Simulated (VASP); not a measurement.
# SrCl2 (Fm-3m) in VASP: a series of runs, part 2 of 2

VASP 6.6.1.

## Step 5: Relaxation of cell and atoms, PBE

Input file INCAR:

```
SYSTEM = SrCl2
PREC = Accurate
ENCUT = 600
EDIFF = 1E-7
ISMEAR = -1
SIGMA = 0.02
LREAL = .False.
LASPH = .True.
NELM = 100
ALGO = Normal
ISIF = 3
LWAVE = .False.
LCHARG = .False.
GGA = PE
IBRION = 2
NSW = 32
EDIFFG = -0.005
```

Input file KPOINTS:

```
regular mesh
0
Gamma
  6 6 6
  0 0 0
```

Input file POSCAR:

```
SrCl2
1.0
    0.0000000000      3.5192138340      3.5192138340
    3.5192138340      0.0000000000      3.5192138340
    3.5192138340      3.5192138340      0.0000000000
Sr Cl
1 2
Direct
    0.0000000000      0.0000000000      0.0000000000
    0.2500000000      0.2500000000      0.2500000000
    0.7500000000      0.7500000000      0.7500000000
```

Potentials or basis: VASP PAW PBE potentials, release 64 (Sr_sv, Cl).

Started as:

```console
$ cat potpaw_PBE.64/Sr_sv/POTCAR potpaw_PBE.64/Cl/POTCAR > POTCAR
$ mpirun -np 1 vasp_std > vasp.out
```

OUTCAR:

```text
SYSTEM = SrCl2
   PREC = Accurate
   ENCUT = 600
   EDIFF = 1E-7
   ISMEAR = -1
   LREAL = .False.
   LASPH = .True.
   NELM = 100
   ISIF = 3
   GGA = PE
   IBRION = 2
   NSW = 32
   EDIFFG = -0.005

 ion  position               nearest neighbor table
   1  0.000  0.000  0.000-   3 3.05   3 3.05   3 3.05   2 3.05   3 3.05   2 3.05   2 3.05   2 3.05

   2  0.250  0.250  0.250-   1 3.05   1 3.05   1 3.05   1 3.05
   3  0.750  0.750  0.750-   1 3.05   1 3.05   1 3.05   1 3.05

  LATTYP: Found a face centered cubic cell.
 ALAT       =     7.0384276680

[... 535 lines left out ...]
  --------------------------------------------------------------------------------------
  -------------------------------------------------------------------------------------
  Total        0.0101275      0.0101275      0.0101275      0.0000000      0.0000000      0.0000000
  in kB        0.1854054      0.1854054      0.1854054      0.0000000      0.0000000      0.0000000
  external PRESSURE =       0.1854054 kB  Pullay stress =       0.0000000 kB

 VOLUME and BASIS-vectors are now :
 -----------------------------------------------------------------------------
  energy-cutoff  :      600.00
  volume of cell :       87.52
      direct lattice vectors                 reciprocal lattice vectors
     0.000000000  3.523869394  3.523869394    -0.141889481  0.141889481  0.141889481
     3.523869394  0.000000000  3.523869394     0.141889481 -0.141889481  0.141889481
     3.523869394  3.523869394  0.000000000     0.141889481  0.141889481 -0.141889481

 POSITION                                       TOTAL-FORCE (eV/Angst)
 -----------------------------------------------------------------------------------
      3.52387      0.00000      3.52387        -0.000000      0.000000      0.000000
      1.76193      1.76193      1.76193         0.000000      0.000000      0.000000
      5.28580      5.28580      5.28580        -0.000000     -0.000000     -0.000000
 -----------------------------------------------------------------------------------
    total drift:                               -0.000000     -0.000000      0.000000

  FREE ENERGIE OF THE ION-ELECTRON SYSTEM (eV)
  ---------------------------------------------------
  free  energy   TOTEN  =       -12.7917618037 eV

  energy  without entropy=      -12.7917618037  energy(sigma->0) =      -12.79176180

 reached required accuracy - stopping structural energy minimisation
```

OSZICAR:

```text
N       E                     dE             d eps       ncg     rms          rms(c)
DAV:   1     0.160461551746E+03    0.16046E+03   -0.12312E+04   512   0.149E+03
DAV:   2    -0.255719434693E+01   -0.16302E+03   -0.15852E+03   680   0.257E+02
DAV:   3    -0.126923199927E+02   -0.10135E+02   -0.10126E+02   688   0.684E+01
[... 17 lines left out ...]
DAV:   4    -0.127917602741E+02    0.56216E-05   -0.94996E-05   880   0.549E-02    0.537E-02
DAV:   5    -0.127917634597E+02   -0.31855E-05   -0.38191E-05   912   0.325E-02    0.122E-02
DAV:   6    -0.127917623648E+02    0.10948E-05   -0.13851E-06   680   0.924E-03    0.266E-03
DAV:   7    -0.127917617881E+02    0.57678E-06   -0.10946E-07   536   0.333E-03    0.728E-04
DAV:   8    -0.127917618037E+02   -0.15674E-07   -0.22938E-08   408   0.109E-03
   2 F= -.12791762E+02 E0= -.12791762E+02  d E =-.185428E-03
```

CONTCAR:

```text
SrCl2
   1.00000000000000
     0.0000000000000000    3.5238693941938726    3.5238693941938726
     3.5238693941938726    0.0000000000000000    3.5238693941938726
     3.5238693941938726    3.5238693941938726    0.0000000000000000
  Sr              Cl
     1     2
Direct
     0.0000000000000000    1.0000000000000000    0.0000000000000000
     0.2500000000000000    0.2500000000000000    0.2500000000000000
     0.7500000000000000    0.7500000000000000    0.7500000000000000

  0.00000000E+00  0.00000000E+00  0.00000000E+00
  0.00000000E+00  0.00000000E+00  0.00000000E+00
  0.00000000E+00  0.00000000E+00  0.00000000E+00
```

Wall time 97 s (1 thread of Intel Xeon 8259CL, shared host); peak memory 0.24 GiB.

What came out:

```
Free energy                           : -12.7918 eV
Relaxed volume                        : 29.17 Å³/atom
Relaxed cell                          : a = 4.984 Å, b = 4.984 Å, c = 4.984 Å, α = 60.00°, β = 60.00°, γ = 60.00°
Space group after relaxing (to 0.1 Å) : Fm-3m (No. 225)
Energy gained by relaxing             : 0.1 meV/atom
Ionic steps                           : 2
Pressure after relaxing               : 0.0 GPa
Band gap on the k mesh                : 5.22 eV (least direct gap 5.52 eV)
```

Step by step:
| step | energy change (eV) | largest force (eV/Å) | pressure (GPa) | volume (Å³) |
| --- | --- | --- | --- | --- |
| 1 | 0.0000 | 0.0000 | 0.15 | 87.17 |
| 2 | -0.0002 | 0.0000 | 0.02 | 87.52 |

Final structure:
```yaml
crystal:
  lattice:
    - [0.00000, 3.52387, 3.52387]
    - [3.52387, 0.00000, 3.52387]
    - [3.52387, 3.52387, 0.00000]
  atoms:
    - { symbol: Sr, position: [0.00000, 0.00000, 0.00000] }
    - { symbol: Cl, position: [0.25000, 0.25000, 0.25000] }
    - { symbol: Cl, position: [0.75000, 0.75000, 0.75000] }
```

A k mesh can miss the band edges.

## Step 6: Relaxation of cell and atoms, PBE

Input file INCAR:

```
ALGO = Normal ; EDIFF = 1E-6
EDIFFG = -0.005 ; ENCUT = 600
GGA = PE ; IBRION = 2
ISIF = 3 ; ISMEAR = -1
LASPH = True ; LCHARG = False
LREAL = False ; LWAVE = False
NELM = 60 ; NSW = 40
PREC = Accurate ; SIGMA = 0.02
```

Input file KPOINTS:

```
k-points
0
Gamma
  6 6 6
```

POSCAR is that of step 5.

Potentials or basis: VASP PAW PBE potentials, release 64 (Sr_sv, Cl).

Started as:

```console
$ cat potpaw_PBE.64/Sr_sv/POTCAR potpaw_PBE.64/Cl/POTCAR > POTCAR
$ mpirun -np 1 vasp_std > vasp.out
```

It took 88 s on 1 thread of Intel Xeon 8259CL, shared host; peak memory 0.25 GiB.

Results (log left out):

| Item | Value |
| --- | --- |
| Free energy | -12.7918 eV |
| Relaxed volume | 29.17 Å³/atom |
| Relaxed cell | a = 4.983 Å, b = 4.983 Å, c = 4.983 Å, α = 60.00°, β = 60.00°, γ = 60.00° |
| Space group after relaxing (to 0.1 Å) | Fm-3m (No. 225) |
| Energy gained by relaxing | 0.1 meV/atom |
| Ionic steps | 2 |
| Pressure after relaxing | 0.0 GPa |
| Band gap on the k mesh | 5.22 eV (least direct gap 5.52 eV) |

Step by step:
```tsv
step	energy change (eV)	largest force (eV/Å)	pressure (GPa)	volume (Å³)
1	0.0000	0.0000	0.15	87.17
2	-0.0002	0.0000	0.02	87.51
```

Final structure:
```xyz
3
Lattice="0.0000 3.5238 3.5238 3.5238 0.0000 3.5238 3.5238 3.5238 0.0000" Properties=species:S:1:pos:R:3 pbc="T T T"
Sr    0.0000    0.0000    0.0000
Cl    1.7619    1.7619    1.7619
Cl    5.2857    5.2857    5.2857
```

Levels at points of the mesh, in eV from the valence-band top:
```tsv
k point	band 8	band 9	band 10	band 11	band 12	band 13	band 14	band 15	band 16
(0.00, 0.00, 0.00)	-2.02	-2.02	-0.33	-0.33	-0.33	5.22	6.10	6.10	8.98
(0.50, 0.00, 0.00)	-1.48	-1.44	-1.26	-1.01	-1.01	6.68	6.68	7.40	7.82
(0.50, 0.50, 0.00)	-1.81	-1.81	-0.38	-0.38	0.00	5.52	6.96	7.52	7.91
```

A k mesh can miss the band edges.

## Step 7: Summary

| task | cell | cutoff (eV) | gap on the mesh (eV) | pressure (GPa) |
| --- | --- | --- | --- | --- |
| single point | a = 4.977 Å, angles 60.0°, 3 atoms | 520 | 5.24 | 0.1 |
| single point | a = 4.985 Å, angles 60.0°, 3 atoms | 520 | 5.22 | 0.0 |
| relaxation of cell and atoms | relaxed from a = 4.977 Å, angles 60.0°, 3 atoms | 600 | 5.22 | 0.0 |

Alike in all rows: level PBE; potentials or basis VASP PAW PBE potentials, release 64 (Sr_sv, Cl); no spin polarisation; k mesh 6 × 6 × 6; smearing fermi-dirac 0.02 eV.

Absolute energies hang on the potentials; compare differences alone.
